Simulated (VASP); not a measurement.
A run of VASP 6.6.1 is set up as follows.

File INCAR:

```
ALGO = Normal
EDIFF = 1E-6
ENCUT = 520
GGA = PE
ISIF = 2
ISMEAR = -1
ISPIN = 2
LASPH = T
LCHARG = F
LMAXMIX = 4
LORBIT = 11
LREAL = F
LWAVE = F
MAGMOM = 2 0
NBANDS = 18
NELM = 150
PREC = Accurate
SIGMA = 0.03
```

KPOINTS

```
k-points
0
Gamma
  14 14 14
```

POSCAR

```
CoSi
1.0
    2.8269377447      0.0000000000      0.0000000000
    0.0000000000      2.8269377447      0.0000000000
    0.0000000000      0.0000000000      2.8269377447
Co Si
1 1
Direct
    0.0000000000      0.0000000000      0.0000000000
    0.5000000000      0.5000000000      0.5000000000
```

Potentials or basis: VASP PAW PBE potentials, release 64 (Co, Si).

Command:

```bash
$ cat potpaw_PBE.64/Co/POTCAR potpaw_PBE.64/Si/POTCAR > POTCAR
$ mpirun -np 1 vasp_std > vasp.out
```

Predict the pressure.

-8.4 GPa.

What does it give for the site moments?

Co +0.68; Si +0.02 μB.

Predict the net moment.

0.68 μB per cell.

Caveat: the cell stands under tension.
